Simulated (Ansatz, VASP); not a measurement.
# InP: VASP beside Ansatz

INCAR

```
SYSTEM = InP
ALGO = Normal
EDIFF = 1E-6
ENCUT = 520
GGA = PE
ISIF = 2
ISMEAR = -1
LASPH = .TRUE.
LCHARG = .TRUE.
LELF = .TRUE.
LREAL = .FALSE.
LVHAR = .TRUE.
LWAVE = .FALSE.
NBANDS = 16
NELM = 60
PREC = Accurate
SIGMA = 0.03
```

Contents of KPOINTS:

```
k-points
0
G
  11 11 11
  0 0 0
```

POSCAR

```
InP
1.0
    0.0000000000      2.9305000000      2.9305000000
    2.9305000000      0.0000000000      2.9305000000
    2.9305000000      2.9305000000      0.0000000000
In P
1 1
Direct
    0.0000000000      0.0000000000      0.0000000000
    0.7500000000      0.7500000000      0.7500000000
```

Input for Ansatz:

```yaml
crystal:
  lattice:
    - [0.0, 2.9305, 2.9305]
    - [2.9305, 0.0, 2.9305]
    - [2.9305, 2.9305, 0.0]
  atoms:
    - { symbol: In, position: [0.0, 0.0, 0.0] }
    - { symbol: P, position: [0.75, 0.75, 0.75] }
kpoints:
  mp_grid: { grid: [11, 11, 11] }
  band_path:
    path:
      - [0.0, 0.0, 0.0]
      - [-0.5, -0.5, 0.0]
      - [-0.375, -0.375, 0.25]
      - [-0.375, 0.0, 0.375]
      - [0.0, 0.0, 0.0]
      - [0.0, 0.0, 0.5]
      - [-0.5, -0.25, 0.25]
      - [-0.5, -0.5, 0.0]
    npoints: 8
scf:
  occupations: { method: fermi_dirac, width: 0.03 }
hamiltonian:
  xc: pbe
  pseudopotentials: { kind: all_electron, lapw: { basis_error: 0.00025 } }
output:
  forces: true
  stress: true
  eigenvalues: true
  populations: true
  dos: { projected: true, de: 0.2, e_range: [-14, 8] }
```

Alike in both runs: task single point; functional PBE; k mesh 11 × 11 × 11; occupations fermi-dirac, width 0.03 eV; no spin polarisation.

|  | VASP | Ansatz |
| --- | --- | --- |
| version | VASP 6.6.1 | Ansatz 0.2.0 |
| potentials or method | VASP PAW PBE potentials, release 64 (In_d, P), cutoff 520 eV | all-electron LAPW, scalar-relativistic |

```csv
,VASP,Ansatz,Ansatz less VASP
pressure (GPa),3.3,3.3,+0.06
```

Ansatz ran all-electron here, and VASP with PAW potentials.
